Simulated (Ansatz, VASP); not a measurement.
# ScC3: VASP beside Ansatz

```
Sc C
1.0
     5.27224    0.00000    0.00000
    -2.63612    4.56590    0.00000
     0.00000    0.00000    4.87400
Sc C
2 6
Direct
  0.33333 0.66667 0.25000
  0.66667 0.33333 0.75000
  0.85007 0.42503 0.25000
  0.42504 0.85007 0.75000
  0.57497 0.42504 0.25000
  0.14993 0.57497 0.75000
  0.57496 0.14993 0.25000
  0.42503 0.57496 0.75000
```

Alike in both runs: functional PBE; k mesh 6 × 6 × 4; occupations gaussian, width 0.1 eV; no spin polarisation.

Ansatz relaxed the structure, and its values are those at the end. VASP's run is a single point on that final structure, the one shown.

|  | VASP | Ansatz |
| --- | --- | --- |
| version | VASP 6.6.1 | Ansatz 0.2.0 |
| potentials or method | VASP PAW PBE potentials, release 64 (Sc_sv, C), cutoff 520 eV | scalar-relativistic, plane waves, PAW |
| valence electrons in the cell | 46 | 46 |

|  | VASP | Ansatz | Ansatz less VASP |
| --- | --- | --- | --- |
| gap on the k mesh at the Fermi level (eV) | none | none | - |
| pressure (GPa) | 0.5 | 0.0 | -0.51 |
| rms of the force components (eV/Å) | 0.060 | 0.000 | -0.0594 |

A gap of «none» marks a metal or a gap that the smearing closes.
